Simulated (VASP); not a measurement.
Set up this calculation in VASP 6.6.1, as the native input.

* Task: single point
* Functional: LDA
* Potentials or basis: VASP PAW LDA potentials, release 64 (Cd)
* Cutoff: 520 eV
* k mesh: 10 × 10 × 5
* Occupations: fermi-dirac, width 0.05 eV
* Spin: no spin polarisation
* Dipole correction: no
* Further INCAR settings: ALGO = Normal; EDIFF = 1e-06; NBANDS = 19

The structure of Cd lies in POSCAR:

```
Cd
1.0
    2.9386100647      0.0000000000      0.0000000000
   -1.4693050324      2.5449109679      0.0000000000
    0.0000000000      0.0000000000      5.5417265037
Cd
2
Direct
    0.6666666667      0.3333333333      0.7500000000
    0.3333333333      0.6666666667      0.2500000000
```

The input as run:

INCAR

```
SYSTEM = Cd
PREC = Accurate
ENCUT = 520
EDIFF = 1E-6
ISMEAR = -1
SIGMA = 0.05
LREAL = .FALSE.
LASPH = .TRUE.
NELM = 60
ALGO = Normal
ISIF = 2
LWAVE = .FALSE.
LCHARG = .FALSE.
NBANDS = 19
```

KPOINTS

```
Automatic mesh
0
G
  10 10 5
  0 0 0
```

Potentials or basis: VASP PAW LDA potentials, release 64 (Cd).

Command:

```console
$ cat potpaw_LDA.64/Cd/POTCAR > POTCAR
$ mpirun -np 1 vasp_std > vasp.out
```

It gave:

```json
{"Pressure": "-1.7 GPa", "Band gap on the k mesh": "zero (band 12 reaches 4.08 eV, above the bottom of band 13 at -0.01 eV)"}
```

It took 11 s on 1 thread of Intel(R) Xeon(R) Platinum 8559C (Emerald Rapids) (shared host), peak memory 0.15 GiB.
